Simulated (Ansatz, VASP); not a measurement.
Two plane-wave programs on Sc

Contents of INCAR:

```
SYSTEM = Sc
PREC = Accurate
ENCUT = 520
EDIFF = 1E-6
ISMEAR = 0
SIGMA = 0.1
LREAL = .False.
LASPH = .True.
NELM = 60
ALGO = Fast
ISIF = 2
LWAVE = .False.
LCHARG = .False.
GGA = PS
NBANDS = 30
```

The input KPOINTS:

```
regular mesh
0
Gamma
  8 8 10
  0 0 0
```

POSCAR

```
Sc
1.0
    5.3390583361      0.0000000000      0.0000000000
    0.0000000000      5.3390583361      0.0000000000
    0.0000000000      0.0000000000      3.6914036635
Sc
4
Direct
    0.5000000000      0.5000000000     -0.0048382730
    0.0000000000      0.0000000000     -0.0048382730
    0.5000000000      0.0000000000      0.5272204285
    0.0000000000      0.5000000000      0.4824561174
```

Input for Ansatz:

```yaml
crystal:
  lattice:
    - [5.3390583361, 0.0, 0.0]
    - [0.0, 5.3390583361, 0.0]
    - [0.0, 0.0, 3.6914036635]
  atoms:
    - { symbol: Sc, position: [0.5, 0.5, -0.004838273] }
    - { symbol: Sc, position: [0.0, 0.0, -0.004838273] }
    - { symbol: Sc, position: [0.5, 0.0, 0.5272204285] }
    - { symbol: Sc, position: [0.0, 0.5, 0.4824561174] }
basis:
  ecutwfc: 420
kpoints:
  mp_grid: { grid: [8, 8, 10] }
hamiltonian:
  xc: pbesol
scf:
  occupations: { method: gaussian, width: 0.1 }
output:
  forces: true
  stress: true
  eigenvalues: true
```

Alike in both runs: task single point; functional PBEsol; k mesh 8 × 8 × 10; occupations gaussian, width 0.1 eV; no spin polarisation.

|  | VASP | Ansatz |
| --- | --- | --- |
| version | VASP 6.6.1 | Ansatz 0.2.0 |
| potentials or method | VASP PAW PBE potentials, release 64 (Sc_sv), cutoff 520 eV | scalar-relativistic, plane waves, PAW |
| valence electrons in the cell | 44 | 44 |

```csv
,VASP,Ansatz,Ansatz less VASP
gap on the k mesh at the Fermi level (eV),none,none,-
pressure (GPa),-4.7,-4.7,+0.01
"traceless stress, the component that is largest in VASP (GPa)",-0.13,-0.13,+0.002
rms of the force components (eV/Å),0.117,0.117,0.0000
```

VASP's potentials were made for PBE, not for PBEsol. Atom by atom the forces differ by 0.000 eV/Å (rms over components). A gap of «none» marks a metal or a gap that the smearing closes.
